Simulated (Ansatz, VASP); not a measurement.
**Two plane-wave programs on NbSb**

```
CELL_PARAMETERS angstrom
3.66604 0.00000 0.00000
-1.83302 3.17489 0.00000
0.00000 0.00000 3.88796
ATOMIC_POSITIONS crystal
Nb 0.00000 0.00000 0.00000
Sb 0.33333 0.66667 0.50000
```

Change from the starting cell: volume scaled by 1.06, PAW files.

Alike in both runs: task electric field gradients; functional PBE; k mesh 11 × 11 × 10; occupations fermi-dirac, width 0.05 eV; no spin polarisation.

|  | VASP | Ansatz |
| --- | --- | --- |
| version | VASP 6.6.1 | Ansatz 0.2.0 |
| potentials or method | VASP PAW PBE potentials, release 64 (Nb_sv, Sb) | PAW with Ansatz's default frozen-core files, scalar-relativistic |
| plane-wave cutoff (eV) | 520 | 420 |
| valence electrons in the cell | 18 | 28 |

VASP gave:

| Quantity | Value |
| --- | --- |
| pressure (GPa) | -6.8 |
| traceless stress, the component that is largest in VASP (GPa) | -1.47 |
| size of Vzz on the site where it differs most (V/Å²) | 7.2 |

Estimate Ansatz's values.

pressure (GPa): -6.6; traceless stress, the component that is largest in VASP (GPa): -1.47; size of Vzz on the site where it differs most (V/Å²): 9.9.

With one functional, cell and mesh, what is left measures potentials, basis and numerics. VASP's potentials hold 18 valence electrons a cell and Ansatz's 28, so a difference there can come from the potentials and not from the codes.

Spin-orbit coupling is off throughout.
